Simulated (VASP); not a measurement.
Set up this calculation in VASP 6.6.1, as the native input.

```
Task                   : single point
Functional             : PBEsol
Potentials or basis    : VASP PAW PBE potentials, release 64 (V_sv, N)
Cutoff                 : 520 eV
k mesh                 : 18 × 18 × 8
Occupations            : gaussian, width 0.15 eV
Spin                   : no spin polarisation
Dipole correction      : no
Further INCAR settings : ALGO = Normal; EDIFF = 1e-06; NBANDS = 28
```

The structure of V2N3 lies in POSCAR:

```
V2N3
1.0
    2.7797869938      0.0000000000      0.0000000000
   -1.3898934969      2.4073661537      0.0000000000
    0.0000000000      0.0000000000      6.1963538749
V N
2 3
Direct
    0.6666666667      0.3333333333      0.3021155180
    0.3333333333      0.6666666667      0.6978844820
    0.0000000000      0.0000000000      0.4838614769
    0.0000000000      0.0000000000      0.0913013884
    0.0000000000      0.0000000000      0.8764215654
```

This cell differs from its parent crystal: all N atoms moved -0.100 Å, as atom 3 along Cartesian [0 0 1].

The input as run:

INCAR

```
ALGO     = Normal         # electronic algorithm
EDIFF    = 1E-6           # SCF threshold, eV
ENCUT    = 520            # plane-wave cutoff, eV
GGA      = PS             # functional
ISIF     = 2              # what is computed and relaxed
ISMEAR   = 0              # smearing method
LASPH    = True           # aspherical terms in the spheres
LCHARG   = True           # write CHGCAR
LELF     = True           # ELF
LREAL    = False          # projectors in reciprocal space
LVHAR    = True         
LWAVE    = False          # write WAVECAR
NBANDS   = 28             # bands
NELM     = 60             # most SCF steps
PREC     = Accurate       # precision mode
SIGMA    = 0.15           # smearing width, eV
```

KPOINTS

```
k-points
0
Gamma
  18 18 8
```

Potentials or basis: VASP PAW PBE potentials, release 64 (V_sv, N).

The run is started by

```bash
$ cat potpaw_PBE.64/V_sv/POTCAR potpaw_PBE.64/N/POTCAR > POTCAR
$ mpirun -np 1 vasp_std > vasp.out
```

Results of the run:

The pressure is 3.4 GPa, the largest force is 2.823 eV/Å and the band gap on the k mesh is zero (an odd number of electrons rules out a gap without spin polarisation).

Caveat: the cell differs from its parent crystal (all N atoms moved -0.100 Å, as atom 3 along Cartesian [0 0 1]); the cell stands under pressure; the PAW data sets were made with another functional, which shifts forces and pressure a little; the run has no spin polarisation, though such a crystal can be magnetic.

Wall time 15 min on 1 thread of Intel Xeon 8259CL, on a shared host, peak memory 0.36 GiB.
